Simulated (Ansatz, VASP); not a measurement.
# C in VASP and in Ansatz

INCAR

```
SYSTEM = C
PREC = Accurate ; ENCUT = 520
EDIFF = 1E-6 ; ISMEAR = 0
SIGMA = 0.05 ; LREAL = .FALSE.
LASPH = .TRUE. ; NELM = 100
ALGO = Normal ; ISIF = 2
LWAVE = .FALSE. ; LCHARG = .FALSE.
GGA = PE ; NBANDS = 11
```

File KPOINTS:

```
Automatic mesh
0
G
  12 12 12
  0 0 0
```

The input POSCAR:

```
C
1.0
   -0.1882676870      1.6944091832      1.6944091832
    1.6944091832     -0.1882676870      1.6944091832
    1.6944091832      1.6944091832     -0.1882676870
C
2
Direct
    0.5000000000      0.5000000000      0.5000000000
    0.7500000000      0.7500000000      0.7500000000
```

Input for Ansatz:

```yaml
crystal:
  lattice:
    - [-0.188267687, 1.6944091832, 1.6944091832]
    - [1.6944091832, -0.188267687, 1.6944091832]
    - [1.6944091832, 1.6944091832, -0.188267687]
  atoms:
    - { symbol: C, position: [0.5, 0.5, 0.5] }
    - { symbol: C, position: [0.75, 0.75, 0.75] }
basis:
  ecutwfc: 420
kpoints:
  mp_grid: { grid: [12, 12, 12] }
hamiltonian:
  xc: pbe
scf:
  occupations: { method: gaussian, width: 0.05 }
output:
  forces: true
  stress: true
  eigenvalues: true
```

Alike in both runs: task single point; functional PBE; k mesh 12 × 12 × 12; occupations gaussian, width 0.05 eV; no spin polarisation.

|  | VASP | Ansatz |
| --- | --- | --- |
| version | VASP 6.6.1 | Ansatz 0.2.0 |
| potentials or method | VASP PAW PBE potentials, release 64 (C), cutoff 520 eV | scalar-relativistic, plane waves, PAW |
| valence electrons in the cell | 8 | 8 |

|  | VASP | Ansatz | Ansatz less VASP |
| --- | --- | --- | --- |
| gap on the k mesh at the Fermi level (eV) | 2.53 | 2.54 | +0.010 |
| least direct gap on the mesh (eV) | 3.76 | 3.77 | +0.008 |
| pressure (GPa) | 19.0 | 18.3 | -0.71 |
| traceless stress, the component that is largest in VASP (GPa) | 68.58 | 68.24 | -0.340 |
| rms of the force components (eV/Å) | 1.383 | 1.357 | -0.0261 |

Atom by atom the forces differ by 0.026 eV/Å (rms over components).
